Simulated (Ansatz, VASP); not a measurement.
**One calculation of MgScF3, two programs**

The input POSCAR:

```
MgScF3
1.0
    3.6837100000      0.0000000000      0.0000000000
    0.0000000000      3.6837100000      0.0000000000
    0.0000000000      0.0000000000      3.6837100000
Sc Mg F
1 1 3
Direct
    0.5000000000      0.5000000000      0.5000000000
    0.0000000000      0.0000000000      0.0000000000
    0.5000000000      0.0000000000      0.0000000000
    0.0000000000      0.5000000000      0.0000000000
    0.0000000000      0.0000000000      0.5000000000
```

INCAR.step1

```
SYSTEM = MgScF3
  PREC = Accurate
  ENCUT = 600
  ISMEAR = -5
  SIGMA = 0.1
  LREAL = .False.
  LASPH = .True.
  NELM = 150
  LMAXMIX = 4
  LDAU = .True.
  LDAUTYPE = 2
  LDAUL = 2 -1 -1
  LDAUU = 1 0 0
  LDAUJ = 0 0 0
  GGA = PE
  ALGO = Normal
  EDIFF = 1E-4
  LWAVE = .True.
  LCHARG = .False.
```

Contents of INCAR.step2:

```
SYSTEM = MgScF3
  PREC = Accurate
  ENCUT = 600
  EDIFF = 1E-6
  ISMEAR = -5
  SIGMA = 0.1
  LREAL = .False.
  LASPH = .True.
  NELM = 150
  ALGO = Normal
  ISIF = 3
  LWAVE = .False.
  LCHARG = .False.
  LMAXMIX = 4
  LDAU = .True.
  LDAUTYPE = 2
  LDAUL = 2 -1 -1
  LDAUU = 1 0 0
  LDAUJ = 0 0 0
  LDAUPRINT = 1
  METAGGA = R2SCAN
  LMIXTAU = .True.
  IBRION = 2
  NSW = 60
  EDIFFG = -0.01
  ISTART = 1
```

KPOINTS

```
regular mesh
0
Gamma
  5 5 5
  0 0 0
```

Input for Ansatz:

```yaml
crystal:
  lattice:
    - [3.68371, 0.0, 0.0]
    - [0.0, 3.68371, 0.0]
    - [0.0, 0.0, 3.68371]
  atoms:
    - { symbol: Sc, position: [0.5, 0.5, 0.5] }
    - { symbol: Mg, position: [0.0, 0.0, 0.0] }
    - { symbol: F, position: [0.5, 0.0, 0.0] }
    - { symbol: F, position: [0.0, 0.5, 0.0] }
    - { symbol: F, position: [0.0, 0.0, 0.5] }
  symmetry: { tolerance: 0.0003 }
kpoints:
  mp_grid: { grid: [5, 5, 5], shift: [0, 0, 0] }
magnetization:
  spin_polarized: false
scf:
  occupations: { method: tetrahedron }
hamiltonian:
  pseudopotentials: { kind: paw }
  xc: r2scan
  hubbard: { sites: [{ species: Sc, l: d, u_eff: 1.0 }], double_counting: fll }
basis:
  ecutwfc: 500
output:
  forces: true
  stress: true
  eigenvalues: true
relax:
  max_steps: 40
  cell: {}
```

Alike in both runs: task relaxation of cell and atoms; functional r2SCAN; k mesh 5 × 5 × 5; occupations tetrahedron; no spin polarisation; Hubbard terms Sc d U = 1.0 eV.

|  | VASP | Ansatz |
| --- | --- | --- |
| version | VASP 6.6.1 | Ansatz 0.2.0 |
| potentials or method | VASP PAW PBE potentials, release 64 (Sc_sv, Mg, F), cutoff 600 eV | PAW plane waves |
| valence electrons in the cell | 34 | 42 |

|  | VASP | Ansatz | Ansatz less VASP |
| --- | --- | --- | --- |
| gap on the k mesh at the Fermi level, each at its own relaxed structure (eV) | none | none | - |
| relaxed volume (Å³/atom) | 12.56 | 12.70 | +0.140 |
| relaxed cell length with the largest relative difference (Å) | 3.975 | 3.990 | +0.0148 |

VASP's potentials were made for PBE, not for r2SCAN. The programs project onto different local orbitals, so the same U acts differently, and such runs can settle in different states. A gap of «none» marks a metal or a gap that the smearing closes. VASP's potentials hold 34 valence electrons a cell and Ansatz's 42, so a difference there can come from the potentials and not from the codes. Ansatz's warnings: band table not solved further, filled band counts differ across k points, forces under tetrahedra, tetrahedron derivatives may miss energy slope.

Noted on VASP's run: the volume moved by over 15 % at a fixed basis, so the end points are rough.
